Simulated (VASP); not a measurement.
Wanted: the native input for a VASP 6.6.1 run.

| Item | Value |
| --- | --- |
| Task | single point |
| Functional | PBE |
| Potentials or basis | VASP PAW PBE potentials, release 64 (Si, C) |
| Cutoff | 520 eV |
| k mesh | 15 × 15 × 15 |
| Occupations | fermi-dirac, width 0.05 eV |
| Spin | no spin polarisation |
| Dipole correction | no |
| Further INCAR settings | ALGO = Normal; EDIFF = 1e-07; NBANDS = 11 |

The structure of SiC (zincblende type) lies in POSCAR:

```
SiC
1.0
    0.0000000000      2.0985052732      2.0985052732
    2.0985052732      0.0000000000      2.0985052732
    2.0985052732      2.0985052732      0.0000000000
Si C
1 1
Direct
    0.0000000000      0.0000000000      0.0000000000
    0.2500000000      0.2500000000      0.2500000000
```

This cell differs from its parent crystal: volume scaled by 0.88.

One way to write it, as run:

INCAR

```
PREC = Accurate
ENCUT = 520
EDIFF = 1E-7
ISMEAR = -1
SIGMA = 0.05
LREAL = F
LASPH = T
NELM = 100
ALGO = Normal
ISIF = 2
LWAVE = F
LCHARG = F
GGA = PE
NBANDS = 11
```

KPOINTS

```
Automatic mesh
0
Gamma
  15 15 15
```

Potentials or basis: VASP PAW PBE potentials, release 64 (Si, C).

Command:

```bash
$ cat potpaw_PBE.64/Si/POTCAR potpaw_PBE.64/C/POTCAR > POTCAR
$ mpirun -np 1 vasp_std > vasp.out
```

It gave:

```yaml
Pressure: 34.7 GPa
Band_gap_on_the_k_mesh: 1.30 eV, indirect (least direct gap 4.68 eV)
```

Wall time 12 s on 1 thread of Intel(R) Xeon(R) Platinum 8488C (Sapphire Rapids), on a shared host, peak memory 0.14 GiB.
